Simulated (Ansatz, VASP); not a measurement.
# One calculation of SiO2, two programs

INCAR

```
SYSTEM = SiO2
PREC = Accurate
ENCUT = 520
EDIFF = 1E-7
ISMEAR = 0
SIGMA = 0.05
LREAL = .FALSE.
LASPH = .TRUE.
NELM = 60
ALGO = Normal
ISIF = 2
LWAVE = .FALSE.
LCHARG = .FALSE.
GGA = PE
NBANDS = 25
```

File KPOINTS:

```
Automatic mesh
0
G
  6 6 8
  0 0 0
```

File POSCAR:

```
SiO2
1.0
    4.2358788266      0.0000000000      0.0000000000
    0.0000000000      4.3345748033      0.0000000000
    0.0000000000      0.0000000000      2.6897743046
Si O
2 4
Direct
    0.5000000000      0.5000000000      0.5000000000
    0.0000000000      0.0000000000      0.0000000000
    0.7023276386      0.6836979468      0.0000000000
    0.2023276386      0.8163020532      0.5000000000
    0.2976723614      0.3163020532      0.0000000000
    0.7976723614      0.1836979468      0.5000000000
```

Input for Ansatz:

```yaml
crystal:
  lattice:
    - [4.2358788266, 0.0, 0.0]
    - [0.0, 4.3345748033, 0.0]
    - [0.0, 0.0, 2.6897743046]
  atoms:
    - { symbol: Si, position: [0.5, 0.5, 0.5] }
    - { symbol: Si, position: [0.0, 0.0, 0.0] }
    - { symbol: O, position: [0.7023276386, 0.6836979468, 0.0] }
    - { symbol: O, position: [0.2023276386, 0.8163020532, 0.5] }
    - { symbol: O, position: [0.2976723614, 0.3163020532, 0.0] }
    - { symbol: O, position: [0.7976723614, 0.1836979468, 0.5] }
basis:
  ecutwfc: 520.0
kpoints:
  mp_grid: { grid: [6, 6, 8] }
hamiltonian:
  xc: pbe
  pseudopotentials: { kind: paw, azcp: { folder: soft_1 } }
scf:
  occupations: { method: gaussian, width: 0.05 }
output:
  forces: true
  stress: true
  eigenvalues: true
  write_density: true
  write_potential: true
  elf: true
  volumetric_format: npy
```

Change from the starting cell: mode 4 frozen in at +0.056 Å, normal strain along y +0.0233.

Alike in both runs: task single point; functional PBE; k mesh 6 × 6 × 8; occupations gaussian, width 0.05 eV; no spin polarisation.

|  | VASP | Ansatz |
| --- | --- | --- |
| version | VASP 6.6.1 | Ansatz 0.2.0 |
| potentials or method | VASP PAW PBE potentials, release 64 (Si, O), cutoff 520 eV | scalar-relativistic, plane waves, PAW |
| valence electrons in the cell | 32 | 32 |

VASP gave:

```
gap on the k mesh at the Fermi level (eV)                     : 4.72
least direct gap on the mesh (eV)                             : 4.72
pressure (GPa)                                                : -5.9
traceless stress, the component that is largest in VASP (GPa) : 2.47
rms of the force components (eV/Å)                            : 0.115
```

**Question.** Estimate Ansatz's values.

**Answer.** gap on the k mesh at the Fermi level (eV): 4.75; least direct gap on the mesh (eV): 4.75; pressure (GPa): -6.2; traceless stress, the component that is largest in VASP (GPa): 1.97; rms of the force components (eV/Å): 0.124.

Atom by atom the forces differ by 0.010 eV/Å (rms over components).
